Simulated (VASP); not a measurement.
# BaS in VASP: a series of runs, part 2 of 2

VASP 6.6.1. The steps go on from the part before.

### Step 3. Single point, PBE

INCAR reads:

```
SYSTEM = BaS
ALGO = Normal ; EDIFF = 1E-6
ENCUT = 520 ; GGA = PE
ISIF = 2 ; ISMEAR = -1
LASPH = .TRUE. ; LCHARG = .TRUE.
LELF = .TRUE. ; LREAL = .FALSE.
LVHAR = .TRUE. ; LWAVE = .FALSE.
NBANDS = 15 ; NELM = 80
PREC = Accurate ; SIGMA = 0.02
```

KPOINTS reads:

```
k-points
0
G
  8 8 8
  0 0 0
```

POSCAR reads:

```
BaS
1.0
    0.0000000000      3.2117958753      3.2117958753
    3.2117958753      0.0000000000      3.2117958753
    3.2117958753      3.2117958753      0.0000000000
Ba S
1 1
Direct
    0.0000000000      0.0000000000      0.0000000000
    0.5000000000      0.5000000000      0.5000000000
```

Potentials or basis: VASP PAW PBE potentials, release 64 (Ba_sv, S).

Started as:

```
$ cat potpaw_PBE.64/Ba_sv/POTCAR potpaw_PBE.64/S/POTCAR > POTCAR
$ mpirun -np 1 vasp_std > vasp.out
```

OUTCAR:

```text
SYSTEM = BaS
   EDIFF = 1E-6
   ENCUT = 520
   GGA = PE
   ISIF = 2
   ISMEAR = -1
   LASPH = .TRUE.
   LREAL = .FALSE.
   NELM = 80
   PREC = Accurate

 ion  position               nearest neighbor table
   1  0.000  0.000  0.000-   2 3.21   2 3.21   2 3.21   2 3.21   2 3.21   2 3.21
   2  0.500  0.500  0.500-   1 3.21   1 3.21   1 3.21   1 3.21   1 3.21   1 3.21

  LATTYP: Found a face centered cubic cell.
 ALAT       =     6.4235917506

  Lattice vectors:

 A1 = (   0.0000000000,   3.2117958753,   3.2117958753)
 A2 = (   3.2117958753,   0.0000000000,   3.2117958753)
 A3 = (   3.2117958753,   3.2117958753,   0.0000000000)

Analysis of symmetry for initial positions (statically):
[... 5 lines left out ...]
 face centered cubic supercell.

 Subroutine GETGRP returns: Found 48 space group operations
 (whereof 48 operations were pure point group operations)
 out of a pool of 48 trial point group operations.

The static configuration has the point symmetry O_h .

Analysis of symmetry for dynamics (positions and initial velocities):
[... 5 lines left out ...]
 face centered cubic supercell.

 Subroutine GETGRP returns: Found 48 space group operations
 (whereof 48 operations were pure point group operations)
 out of a pool of 48 trial point group operations.

The dynamic configuration has the point symmetry O_h .

 Subroutine INISYM returns: Found 48 space group operations
 (whereof 48 operations are pure point group operations),
 and found     1 'primitive' translations

----------------------------------------------------------------------------------------

                                     Primitive cell

  volume of cell :      66.2634

  direct lattice vectors                    reciprocal lattice vectors
     0.000000000  3.211795875  3.211795875    -0.155676145  0.155676145  0.155676145
     3.211795875  0.000000000  3.211795875     0.155676145 -0.155676145  0.155676145
     3.211795875  3.211795875  0.000000000     0.155676145  0.155676145 -0.155676145

  length of vectors
     4.542165286  4.542165286  4.542165286     0.269638992  0.269638992  0.269638992

  position of ions in fractional coordinates (direct lattice)
[... 103 lines left out ...]
   LORBIT       =      0    0 simple, 1 ext, 2 COOP (PROOUT), +10 PAW based schemes
   GGA     = PE    functional components
   LHFCALC =     F    Hartree Fock is set to
   AEXX    =    0.0000 exact exchange contribution
   IVDW    =     0    specifies the selected vdW correction
   LEPSILON=     F    determine dielectric tensor
   LRPA    =     F    only Hartree local field effects (RPA)
 non-spin polarized calculation
  energy-cutoff  :      520.00
  volume of cell :       66.26
 maximum number of plane-waves:      1812
 NGX is ok and might be reduce to    36
   NGX = 17   NGY = 17   NGZ = 17

 number of electron      16.0000002 magnetization

 Free energy of the ion-electron system (eV)
  ---------------------------------------------------
  ext. energy  EPLUGINS =         0.00000000
  ---------------------------------------------------
  free energy    TOTEN  =       -10.19206871 eV

  energy without entropy =      -10.19206871  energy(sigma->0) =      -10.19206871

 E-fermi :   1.8194     XC(G=0):  -8.5558

 val. band max:        1.3668748106   @ k =   0.0000   0.0000   0.0000
 cond. band min:       3.5018950280   @ k =   0.5000   0.5000   0.0000
 fundamental gap:      2.1350202174
 Fermi energy:         1.8194368175

 k-point     1 :       0.0000    0.0000    0.0000
  band No.  band energies     occupation
      1     -24.7616      2.00000
      2      -9.8190      2.00000
      3      -9.8190      2.00000
      4      -9.8190      2.00000
      5      -8.9677      2.00000
      6       1.3669      2.00000
      7       1.3669      2.00000
      8       1.3669      2.00000
      9       4.8844      0.00000
     10       5.2328      0.00000
     11       5.2328      0.00000
     12       5.2328      0.00000
     13       6.1409      0.00000
     14       6.1409      0.00000
[... 401 lines left out ...]
      2     -10.6827      2.00000
      3     -10.0011      2.00000
      4      -9.9173      2.00000
      5      -8.0877      2.00000
      6      -0.0900      2.00000
      7       0.5220      2.00000
      8       0.5928      2.00000
      9       6.0309      0.00000
     10       6.2042      0.00000
     11       7.9521      0.00000
     12       8.1606      0.00000
     13       9.1161      0.00000
     14      10.0359      0.00000
     15      10.6639      0.00000

 [... further k-points ...]
[... 5 lines left out ...]
  --------------------------------------------------------------------------------------
  -------------------------------------------------------------------------------------
  Total        0.2685377      0.2685377      0.2685377     -0.0000000      0.0000000      0.0000000
  in kB        6.4929492      6.4929492      6.4929492     -0.0000000      0.0000000      0.0000000
  external PRESSURE =       6.4929492 kB  Pullay stress =       0.0000000 kB

 VOLUME and BASIS-vectors are now :
 -----------------------------------------------------------------------------
  energy-cutoff  :      520.00
  volume of cell :       66.26
      direct lattice vectors                 reciprocal lattice vectors
     0.000000000  3.211795875  3.211795875    -0.155676145  0.155676145  0.155676145
     3.211795875  0.000000000  3.211795875     0.155676145 -0.155676145  0.155676145
     3.211795875  3.211795875  0.000000000     0.155676145  0.155676145 -0.155676145

 POSITION                                       TOTAL-FORCE (eV/Angst)
 -----------------------------------------------------------------------------------
      0.00000      0.00000      0.00000        -0.000000      0.000000     -0.000000
      3.21180      3.21180      3.21180         0.000000     -0.000000      0.000000
 -----------------------------------------------------------------------------------
    total drift:                                0.000000      0.000000      0.000000

  FREE ENERGIE OF THE ION-ELECTRON SYSTEM (eV)
  ---------------------------------------------------
  free  energy   TOTEN  =       -10.1920687078 eV

  energy  without entropy=      -10.1920687078  energy(sigma->0) =      -10.19206871
```

stdout:

```text
POSCAR found type information on POSCAR BaS
 POSCAR found :  2 types and       2 ions
 scaLAPACK will be used
 LDA part: xc-table for (Slater+PW92), standard interpolation
 POSCAR, INCAR and KPOINTS ok, starting setup
 FFT: planning ... GRIDC
 FFT: planning ... GRID_SOFT
 FFT: planning ... GRID
 WAVECAR not read
 entering main loop
```

Run time: 22 s. Hardware: 1 thread of AMD EPYC 9R45 (Zen 5), shared host; peak memory 0.18 GiB.

What came out:

```yaml
Free_energy: -10.1921 eV
Pressure: 0.6 GPa
Band_gap_on_the_k_mesh: 2.13 eV, indirect (least direct gap 2.28 eV)
```

Caveat: spin-orbit coupling is left out, which moves the levels of the heavy elements. As with any semilocal functional, this PBE gap is likely too small.
